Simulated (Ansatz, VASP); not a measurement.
**Two plane-wave programs on Ge4H**

File INCAR:

```
SYSTEM = Ge4H
PREC = Accurate
ENCUT = 520
EDIFF = 1E-6
ISMEAR = 0
SIGMA = 0.1
LREAL = .FALSE.
LASPH = .TRUE.
NELM = 60
ALGO = Normal
ISIF = 2
LWAVE = .FALSE.
LCHARG = .TRUE.
LDIPOL = .TRUE.
IDIPOL = 3
DIPOL = 0.5 0.5 0.328
GGA = PE
IVDW = 12
LELF = .TRUE.
LVHAR = .TRUE.
LVACPOTAV = .TRUE.
NBANDS = 36
```

File KPOINTS:

```
regular mesh
0
G
  7 7 1
  0 0 0
```

POSCAR

```
Ge4H
1.0
    4.0303587907      0.0000000000      0.0000000000
    0.0000000000      4.0303587907      0.0000000000
    0.0000000000      0.0000000000     21.6416627718
Ge H
4 1
Direct
    0.0000000000      0.5000000000      0.1848286817
    0.0000000000      0.0000000000      0.2506714513
    0.5000000000      0.0000000000      0.3196569899
    0.5000000000      0.5000000000      0.3854446333
    0.8750000000      1.0000000000      0.5009625594
```

Input for Ansatz:

```yaml
crystal:
  lattice:
    - [4.0303587907, 0.0, 0.0]
    - [0.0, 4.0303587907, 0.0]
    - [0.0, 0.0, 21.6416627718]
  atoms:
    - { symbol: Ge, position: [0.0, 0.5, 0.1848286817] }
    - { symbol: Ge, position: [0.0, 0.0, 0.2506714513] }
    - { symbol: Ge, position: [0.5, 0.0, 0.3196569899] }
    - { symbol: Ge, position: [0.5, 0.5, 0.3854446333] }
    - { symbol: H, position: [0.875, 1.0, 0.5009625594] }
basis:
  ecutwfc: 420
kpoints:
  mp_grid: { grid: [7, 7, 1] }
hamiltonian:
  xc: pbe
  pseudopotentials: { kind: paw, azcp: { folder: soft_1 } }
  dispersion: d3bj
scf:
  occupations: { method: gaussian, width: 0.1 }
output:
  forces: true
  eigenvalues: true
efield:
  axis: 3
  dipole_correction: true
  ramp_width: 0.04
```

Alike in both runs: task single point; functional PBE; dispersion D3(BJ); k mesh 7 × 7 × 1; occupations gaussian, width 0.1 eV; no spin polarisation.

|  | VASP | Ansatz |
| --- | --- | --- |
| version | VASP 6.6.1 | Ansatz 0.2.0 |
| potentials or method | VASP PAW PBE potentials, release 64 (Ge_d, H), cutoff 520 eV | scalar-relativistic, plane waves, PAW |
| valence electrons in the cell | 57 | 57 |

|  | VASP | Ansatz | Ansatz less VASP |
| --- | --- | --- | --- |
| gap on the k mesh at the Fermi level (eV) | none | none | - |
| rms of the force components (eV/Å) | 0.222 | 0.222 | -0.0005 |
| work function, face that differs most (eV) | 4.95 | 4.95 | -0.002 |

Atom by atom the forces differ by 0.001 eV/Å (rms over components). A gap of «none» marks a metal or a gap that the smearing closes.
